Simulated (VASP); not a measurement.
# CdTe (I-4m2) in VASP: notebook

The runs below take CdTe through single point, with PBEsol.

Program: VASP 6.6.1. These are calculated values, not measurements. Logs are shortened: lines on timing, memory, paths and dates and some standing lists are left out, and cuts for length are marked.

## Step 1: The cell of the first run

Symmetry: I-4m2, No. 119, tetragonal system. The conventional cell has a = 4.533 Å, b = 4.533 Å, c = 6.282 Å, α = 90.00°, β = 90.00°, γ = 90.00°. Within 3.6 Å of Te (site symmetry -4m2) lie 4 Cd at 2.76 Å. Cd (site symmetry -4m2) has 4 Te at 2.76 Å within 3.6 Å.

## Step 2: Single point, PBEsol

File INCAR:

```
ALGO     = Normal         # electronic algorithm
EDIFF    = 1E-6           # SCF threshold, eV
ENCUT    = 500            # plane-wave cutoff, eV
GGA      = PS             # functional
GGA_COMPAT= F            
ISIF     = 2              # what is computed and relaxed
ISMEAR   = -1             # smearing method
LASPH    = T              # aspherical terms in the spheres
LCHARG   = F              # write CHGCAR
LREAL    = F              # projectors in reciprocal space
LWAVE    = F              # write WAVECAR
NBANDS   = 16             # bands
NELM     = 120            # most SCF steps
PREC     = Accurate       # precision mode
SIGMA    = 0.05           # smearing width, eV
```

File KPOINTS:

```
k-points
0
Gamma
  6 6 6
```

File POSCAR:

```
CdTe
1.0
    0.0000000000      3.2050000000      3.1409000000
    3.2050000000      0.0000000000      3.1409000000
    3.2050000000      3.2050000000      0.0000000000
Te Cd
1 1
Direct
    0.7500000000      0.7500000000      0.7500000000
    0.0000000000      0.0000000000      0.0000000000
```

Potentials or basis: VASP PAW PBE potentials, release 64 (Te, Cd).

Run with:

```sh
$ cat potpaw_PBE.64/Te/POTCAR potpaw_PBE.64/Cd/POTCAR > POTCAR
$ mpirun -np 1 vasp_std > vasp.out
```

OUTCAR:

```text
EDIFF = 1E-6
   ENCUT = 500
   GGA = PS
   ISIF = 2
   ISMEAR = -1
   LASPH = T
   LREAL = F
   NELM = 120
   PREC = Accurate

 ion  position               nearest neighbor table
   1  0.750  0.750  0.750-   2 2.76   2 2.76   2 2.76   2 2.76
   2  0.000  0.000  0.000-   1 2.76   1 2.76   1 2.76   1 2.76

  LATTYP: Found a body centered tetragonal cell.
 ALAT       =     4.5325544674
 C/A-ratio  =     1.3859292911

  Lattice vectors:

 A1 = (   0.0000000000,  -3.2050000000,  -3.1409000000)
 A2 = (   0.0000000000,   3.2050000000,  -3.1409000000)
 A3 = (   3.2050000000,   0.0000000000,   3.1409000000)

Analysis of symmetry for initial positions (statically):
=====================================================================
 Subroutine PRICEL returns:
 Original cell was already a primitive cell.

 Routine SETGRP: Setting up the symmetry group for a
 body centered tetragonal supercell.

 Subroutine GETGRP returns: Found  8 space group operations
 (whereof  8 operations were pure point group operations)
 out of a pool of 16 trial point group operations.

The static configuration has the point symmetry D_2d.

Analysis of symmetry for dynamics (positions and initial velocities):
=====================================================================
 Subroutine PRICEL returns:
 Original cell was already a primitive cell.

 Routine SETGRP: Setting up the symmetry group for a
 body centered tetragonal supercell.

 Subroutine GETGRP returns: Found  8 space group operations
 (whereof  8 operations were pure point group operations)
 out of a pool of 16 trial point group operations.

The dynamic configuration has the point symmetry D_2d.

 Subroutine INISYM returns: Found  8 space group operations
 (whereof  8 operations are pure point group operations),
 and found     1 'primitive' translations

----------------------------------------------------------------------------------------

                                     Primitive cell

  volume of cell :      64.5268

  direct lattice vectors                    reciprocal lattice vectors
     0.000000000  3.205000000  3.140900000    -0.156006240  0.156006240  0.159190041
     3.205000000  0.000000000  3.140900000     0.156006240 -0.156006240  0.159190041
     3.205000000  3.205000000  0.000000000     0.156006240  0.156006240 -0.159190041

  length of vectors
     4.487457834  4.487457834  4.532554467     0.272061322  0.272061322  0.272061322

  position of ions in fractional coordinates (direct lattice)
     0.750000000  0.750000000  0.750000000
     0.000000000  0.000000000  0.000000000

  ion indices of the primitive-cell ions
   primitive index   ion index
                 1           1
                 2           2

----------------------------------------------------------------------------------------

 KPOINTS: k-points

Automatic generation of k-mesh.
 Grid dimensions read from file:
 generate k-points for:    6    6    6

 Generating k-lattice:

  Cartesian coordinates                     Fractional coordinates (reciprocal lattice)
    -0.026001040  0.026001040  0.026531674     0.166666667  0.000000000  0.000000000
     0.026001040 -0.026001040  0.026531674     0.000000000  0.166666667  0.000000000
     0.026001040  0.026001040 -0.026531674    -0.000000000 -0.000000000  0.166666667

  Length of vectors
     0.045343554  0.045343554  0.045343554

  Shift w.r.t. Gamma in fractional coordinates (k-lattice)
     0.000000000  0.000000000  0.000000000

 Subroutine IBZKPT returns following result:
 ===========================================

 Found     30 irreducible k-points:

 Following reciprocal coordinates:
            Coordinates               Weight
  0.000000  0.000000  0.000000      1.000000
  0.166667  0.000000  0.000000      8.000000
  0.333333 -0.000000  0.000000      8.000000
  0.500000  0.000000  0.000000      4.000000
  0.166667  0.166667  0.000000      2.000000
  0.333333  0.166667  0.000000      8.000000
[... 16 lines left out ...]
  0.333333  0.000000  0.333333      4.000000
  0.500000  0.000000  0.333333     16.000000
 [... further k-points ...]
   k-points           NKPTS =     30   k-points in BZ     NKDIM =     30   number of bands    NBANDS=     16
   number of dos      NEDOS =    301   number of ions     NIONS =      2
   total plane-waves  NPLWV =  46656
   dimension x,y,z NGX =    36 NGY =   36 NGZ =   36
   dimension x,y,z NGXF=    72 NGYF=   72 NGZF=   72
   ions per type =               1   1
   NGX,Y,Z   is equivalent  to a cutoff of  13.34, 13.34, 13.20 a.u.
   NGXF,Y,Z  is equivalent  to a cutoff of  26.67, 26.67, 26.41 a.u.
 SYSTEM =  unknown system
   PREC   = accura    normal or accurate (medium, high low for compatibility)
   ISTART =      0    job   : 0-new  1-cont  2-samecut
   ICHARG =      2    charge: 1-file 2-atom 10-const
   ISPIN  =      1    spin polarized calculation?
   LNONCOLLINEAR =      F non collinear calculations
   LSORBIT =      F    spin-orbit coupling
[... 54 lines left out ...]
 cond. band min:       3.5346761323   @ k =   0.0000   0.0000   0.0000
 fundamental gap:      0.7742691406
 Fermi energy:         3.1587101517

 k-point     1 :       0.0000    0.0000    0.0000
  band No.  band energies     occupation
      1      -8.8177      2.00000
      2      -5.7481      2.00000
      3      -5.7481      2.00000
      4      -5.7432      2.00000
      5      -5.4427      2.00000
      6      -5.4373      2.00000
[... 8 lines left out ...]
     15      12.0062      0.00000
     16      12.2841      0.00000

 k-point     2 :       0.1667    0.0000    0.0000
  band No.  band energies     occupation
      1      -8.7030      2.00000
      2      -5.7263      2.00000
      3      -5.7228      2.00000
      4      -5.6603      2.00000
      5      -5.4436      2.00000
      6      -5.4396      2.00000
[... 8 lines left out ...]
     15      11.0782      0.00000
     16      11.2727      0.00000

 k-point     3 :       0.3333   -0.0000    0.0000
  band No.  band energies     occupation
      1      -8.4719      2.00000
      2      -5.6894      2.00000
      3      -5.6843      2.00000
      4      -5.4382      2.00000
      5      -5.4369      2.00000
      6      -5.3500      2.00000
[... 8 lines left out ...]
     15      11.6044      0.00000
     16      11.6161      0.00000

 k-point     4 :       0.5000    0.0000    0.0000
  band No.  band energies     occupation
      1      -8.3581      2.00000
      2      -5.6756      2.00000
      3      -5.6692      2.00000
      4      -5.4314      2.00000
      5      -5.4280      2.00000
      6      -5.0489      2.00000
[... 8 lines left out ...]
     15      13.0339      0.00000
     16      13.1712      0.00000

 k-point     5 :       0.1667    0.1667    0.0000
  band No.  band energies     occupation
      1      -8.6624      2.00000
      2      -5.7039      2.00000
      3      -5.7039      2.00000
      4      -5.6625      2.00000
      5      -5.4456      2.00000
      6      -5.4329      2.00000
[... 8 lines left out ...]
     15      12.0082      0.00000
     16      12.2587      0.00000

 k-point     6 :       0.3333    0.1667    0.0000
  band No.  band energies     occupation
      1      -8.4702      2.00000
      2      -5.6732      2.00000
      3      -5.6612      2.00000
      4      -5.5161      2.00000
      5      -5.4246      2.00000
      6      -5.3606      2.00000
[... 8 lines left out ...]
     15      12.4686      0.00000
     16      12.5110      0.00000
[... 267 lines left out ...]
 k-point    21 :      -0.1667    0.3333    0.1667
  band No.  band energies     occupation
      1      -8.3271      2.00000
      2      -5.6378      2.00000
      3      -5.6226      2.00000
      4      -5.4910      2.00000
      5      -5.4265      2.00000
      6      -5.1093      2.00000
[... 8 lines left out ...]
     15      12.9709      0.00000
     16      14.2479      0.00000

 k-point    22 :      -0.3333    0.5000    0.1667
  band No.  band energies     occupation
      1      -8.2160      2.00000
      2      -5.5954      2.00000
      3      -5.5905      2.00000
      4      -5.5014      2.00000
      5      -5.4254      2.00000
      6      -4.8013      2.00000
[... 8 lines left out ...]
     15      13.9831      0.00000
     16      14.2068      0.00000

 k-point    23 :       0.3333    0.0000    0.3333
  band No.  band energies     occupation
      1      -8.3653      2.00000
      2      -5.6114      2.00000
      3      -5.5986      2.00000
      4      -5.5580      2.00000
      5      -5.4134      2.00000
      6      -5.2557      2.00000
[... 8 lines left out ...]
     15      13.0905      0.00000
     16      14.8340      0.00000

 k-point    24 :       0.5000    0.0000    0.3333
  band No.  band energies     occupation
      1      -8.2563      2.00000
      2      -5.6094      2.00000
      3      -5.5785      2.00000
      4      -5.5203      2.00000
      5      -5.4152      2.00000
      6      -4.9607      2.00000
[... 8 lines left out ...]
     15      13.5111      0.00000
     16      14.4227      0.00000

 [... further k-points ...]

------------------------ aborting loop because EDIFF is reached ----------------------------------------

  FORCE on cell =-STRESS in cart. coord.  units (eV):
  Direction    XX          YY          ZZ          XY          YZ          ZX
  --------------------------------------------------------------------------------------
  -------------------------------------------------------------------------------------
  Total        1.1384621      1.1384621      1.2526898      0.0000000      0.0000000     -0.0000000
  in kB       28.2676021     28.2676021     31.1038348      0.0000000      0.0000000     -0.0000000
  external PRESSURE =      29.2130130 kB  Pullay stress =       0.0000000 kB

 VOLUME and BASIS-vectors are now :
 -----------------------------------------------------------------------------
  energy-cutoff  :      500.00
  volume of cell :       64.53
      direct lattice vectors                 reciprocal lattice vectors
     0.000000000  3.205000000  3.140900000    -0.156006240  0.156006240  0.159190041
     3.205000000  0.000000000  3.140900000     0.156006240 -0.156006240  0.159190041
     3.205000000  3.205000000  0.000000000     0.156006240  0.156006240 -0.159190041

 POSITION                                       TOTAL-FORCE (eV/Angst)
 -----------------------------------------------------------------------------------
      4.80750      4.80750      4.71135         0.000000      0.000000     -0.000000
      0.00000      0.00000      0.00000        -0.000000     -0.000000      0.000000
 -----------------------------------------------------------------------------------
    total drift:                               -0.000000     -0.000000      0.000000

  FREE ENERGIE OF THE ION-ELECTRON SYSTEM (eV)
  ---------------------------------------------------
  free  energy   TOTEN  =        -5.4476372043 eV

  energy  without entropy=       -5.4476326586  energy(sigma->0) =       -5.44763493
```

Run time: 22 s. Hardware: 1 thread of Intel Xeon 6975P-C (Granite Rapids), shared host; peak memory 0.2 GiB.

Results:

```yaml
Free_energy: -5.4476 eV
Pressure: 2.9 GPa
Band_gap_on_the_k_mesh: 0.77 eV, direct
```

Caveat: the PAW data sets were made with another functional, which shifts forces and pressure a little; spin-orbit coupling is left out, which moves the levels of the heavy elements.

## Step 3: Single point, PBEsol

This run uses another cell than the first one, of 32.59 Å³/atom, 1.010 times its volume.

File INCAR:

```
PREC = Accurate
ENCUT = 500
EDIFF = 1E-6
ISMEAR = -1
SIGMA = 0.05
LREAL = False
LASPH = True
NELM = 120
ALGO = Normal
ISIF = 2
LWAVE = False
LCHARG = False
GGA = PS
NBANDS = 16
GGA_COMPAT = False
```

File KPOINTS:

```
Automatic mesh
0
Gamma
  6 6 6
```

File POSCAR:

```
CdTe
1.0
    0.0000000000      3.2050000000      3.1729500000
    3.2050000000      0.0000000000      3.1729500000
    3.2050000000      3.2050000000      0.0000000000
Te Cd
1 1
Direct
    0.7500000000      0.7500000000      0.7500000000
    0.0000000000      0.0000000000      0.0000000000
```

Potentials or basis: VASP PAW PBE potentials, release 64 (Te, Cd).

Run with:

```sh
$ cat potpaw_PBE.64/Te/POTCAR potpaw_PBE.64/Cd/POTCAR > POTCAR
$ mpirun -np 1 vasp_std > vasp.out
```

It took 21 s on 1 thread of Intel Xeon 6975P-C (Granite Rapids), shared host; peak memory 0.21 GiB.

It converged, with:

```
Free energy            : -5.4591 eV
Pressure               : 2.4 GPa
Band gap on the k mesh : 0.77 eV, direct
```

Stress tensor (GPa, compression positive):
```
2.34 0.00 0.00
0.00 2.34 0.00
0.00 0.00 2.49
```

Levels at points of the mesh, in eV from the valence-band top:
```csv
k point,band 7,band 8,band 9,band 10,band 11,band 12
"(0.00, 0.00, 0.00)",-0.03,-0.03,0.00,0.77,4.49,4.49
"(0.50, 0.00, 0.00)",-4.76,-0.90,-0.85,1.75,5.05,5.12
"(0.50, 0.50, 0.00)",-4.56,-2.09,-2.09,2.34,2.50,8.99
"(0.50, 0.00, 0.50)",-4.61,-2.06,-2.04,2.38,2.58,8.92
```

Caveat: the PAW data sets were made with another functional, which shifts forces and pressure a little; spin-orbit coupling is left out, which moves the levels of the heavy elements.

## Step 4: Single point, PBEsol

This run uses another cell than the first one, of 33.25 Å³/atom, 1.031 times its volume.

File INCAR:

```
SYSTEM = CdTe
  ALGO = Normal
  EDIFF = 1E-6
  ENCUT = 500
  GGA = PS
  GGA_COMPAT = .FALSE.
  ISIF = 2
  ISMEAR = -1
  LASPH = .TRUE.
  LCHARG = .FALSE.
  LREAL = .FALSE.
  LWAVE = .FALSE.
  NBANDS = 16
  NELM = 120
  PREC = Accurate
  SIGMA = 0.05
```

File KPOINTS:

```
k-points
0
G
  6 6 6
  0 0 0
```

File POSCAR:

```
CdTe
1.0
    0.0000000000      3.2050000000      3.2370500000
    3.2050000000      0.0000000000      3.2370500000
    3.2050000000      3.2050000000      0.0000000000
Te Cd
1 1
Direct
    0.7500000000      0.7500000000      0.7500000000
    0.0000000000      0.0000000000      0.0000000000
```

Run with:

```sh
$ cat potpaw_PBE.64/Te/POTCAR potpaw_PBE.64/Cd/POTCAR > POTCAR
$ mpirun -np 1 vasp_std > vasp.out
```

Wall time 19 s (1 thread of Intel Xeon 6975P-C (Granite Rapids), shared host); peak memory 0.21 GiB.

The run converged. Its results:

```yaml
Free_energy: -5.4746 eV
Pressure: 1.4 GPa
Band_gap_on_the_k_mesh: 0.72 eV, direct
```

Stress tensor (GPa, compression positive):
```
1.44 0.00 0.00
0.00 1.44 0.00
0.00 0.00 1.28
```

Levels at points of the mesh, in eV from the valence-band top:
```tsv
k point	band 7	band 8	band 9	band 10	band 11	band 12
(0.00, 0.00, 0.00)	-0.03	0.00	0.00	0.72	4.51	4.51
(0.50, 0.00, 0.00)	-4.62	-0.86	-0.81	1.74	5.08	5.14
(0.50, 0.50, 0.00)	-4.51	-1.95	-1.95	2.45	2.63	8.79
(0.50, 0.00, 0.50)	-4.46	-2.00	-1.99	2.41	2.55	8.86
```

Caveat: the PAW data sets were made with another functional, which shifts forces and pressure a little; spin-orbit coupling is left out, which moves the levels of the heavy elements. A hybrid or GW would open this gap; PBEsol tends to underestimate it.

## Step 5: Single point, PBEsol

This run uses another cell than the first one, of 33.58 Å³/atom, 1.041 times its volume.

File INCAR:

```
SYSTEM = CdTe
PREC = Accurate
ENCUT = 500
EDIFF = 1E-6
ISMEAR = -1
SIGMA = 0.05
LREAL = .FALSE.
LASPH = .TRUE.
NELM = 120
ALGO = Normal
ISIF = 2
LWAVE = .FALSE.
LCHARG = .TRUE.
GGA = PS
LELF = .TRUE.
LVHAR = .TRUE.
NBANDS = 16
GGA_COMPAT = .FALSE.
```

File KPOINTS:

```
regular mesh
0
G
  6 6 6
  0 0 0
```

File POSCAR:

```
CdTe
1.0
    0.0000000000      3.2050000000      3.2691000000
    3.2050000000      0.0000000000      3.2691000000
    3.2050000000      3.2050000000      0.0000000000
Te Cd
1 1
Direct
    0.7500000000      0.7500000000      0.7500000000
    0.0000000000      0.0000000000      0.0000000000
```

Run with:

```sh
$ cat potpaw_PBE.64/Te/POTCAR potpaw_PBE.64/Cd/POTCAR > POTCAR
$ mpirun -np 1 vasp_std > vasp.out
```

Run time: 19 s. Hardware: 1 thread of Intel Xeon 6975P-C (Granite Rapids), shared host; peak memory 0.21 GiB.

It converged, with:

| Item | Value |
| --- | --- |
| Free energy | -5.4786 eV |
| Pressure | 0.9 GPa |
| Band gap on the k mesh | 0.68 eV, direct |

Stress tensor (GPa, compression positive):
```
1.03 0.00 0.00
0.00 1.03 0.00
0.00 0.00 0.69
```

Levels at points of the mesh, in eV from the valence-band top:
```csv
k point,band 5,band 6,band 7,band 8,band 9,band 10,band 11,band 12,band 13,band 14
"(0.00, 0.00, 0.00)",-8.06,-8.05,-0.07,0.00,0.00,0.68,4.51,4.51,4.52,7.29
"(0.50, 0.00, 0.00)",-8.04,-7.70,-4.57,-0.88,-0.78,1.72,5.04,5.16,6.92,8.54
"(0.50, 0.50, 0.00)",-8.02,-7.58,-4.50,-1.90,-1.90,2.49,2.67,8.68,9.12,9.12
"(0.50, 0.00, 0.50)",-8.02,-7.55,-4.41,-2.00,-1.97,2.41,2.52,8.82,9.03,9.17
```

Caveat: the PAW data sets were made with another functional, which shifts forces and pressure a little; spin-orbit coupling is left out, which moves the levels of the heavy elements. As with any semilocal functional, this PBEsol gap is likely too small.

## Step 6: Overview

```tsv
cell	gap on the mesh (eV)	pressure (GPa)
a = 4.487, b = 4.487, c = 4.533 Å, angles 59.7, 59.7, 60.7°, 2 atoms	0.77	2.9
a = 4.510, b = 4.510, c = 4.533 Å, angles 59.8, 59.8, 60.3°, 2 atoms	0.77	2.4
a = 4.555, b = 4.555, c = 4.533 Å, angles 60.2, 60.2, 59.7°, 2 atoms	0.72	1.4
a = 4.578, b = 4.578, c = 4.533 Å, angles 60.3, 60.3, 59.3°, 2 atoms	0.68	0.9
```

Alike in all rows: task single point; level PBEsol; potentials or basis VASP PAW PBE potentials, release 64 (Te, Cd); no spin polarisation; k mesh 6 × 6 × 6; cutoff (eV) 500; smearing fermi-dirac 0.05 eV.

Caveats: the PAW data sets were made with another functional, which shifts forces and pressure a little; spin-orbit coupling is left out, which moves the levels of the heavy elements.

Absolute energies hang on the potentials; compare differences alone.
